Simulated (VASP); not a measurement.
Runs of VASP 6.6.1 on SiC (Moissanite 3C). The structure is that of space group F-43m (No. 216), or close to it. The cells are those of the table. 

```tsv
task	cell	cutoff (eV)	k mesh for the DOS	occupations for the DOS	gap on the mesh (eV)	pressure (GPa)
relaxation of cell and atoms	relaxed from a = 3.082 Å, angles 60.0°, 2 atoms	600	-	-	1.37	0.0
single point	a = 3.158 Å, angles 60.0°, 2 atoms	520	-	-	1.42	-11.1
single point	a = 3.034 Å, angles 60.0°, 2 atoms	520	-	-	1.31	(c)
single point	a = 3.128 Å, angles 60.0°, 2 atoms	520	-	-	(b)	-6.0
single point	a = 3.097 Å, angles 60.0°, 2 atoms	520	-	-	1.37	0.0
single point	a = 2.968 Å, angles 60.0°, 2 atoms	520	-	-	(a)	34.7
```

Alike in all rows: level PBE; potentials or basis VASP PAW PBE potentials, release 64 (Si, C); no spin polarisation; k mesh 10 × 10 × 10; smearing gaussian 0.02 eV.

Task: Estimate the missing entries.

Result: (a) 1.24; (b) 1.40; (c) 14.8.

A k mesh can miss the band edges.
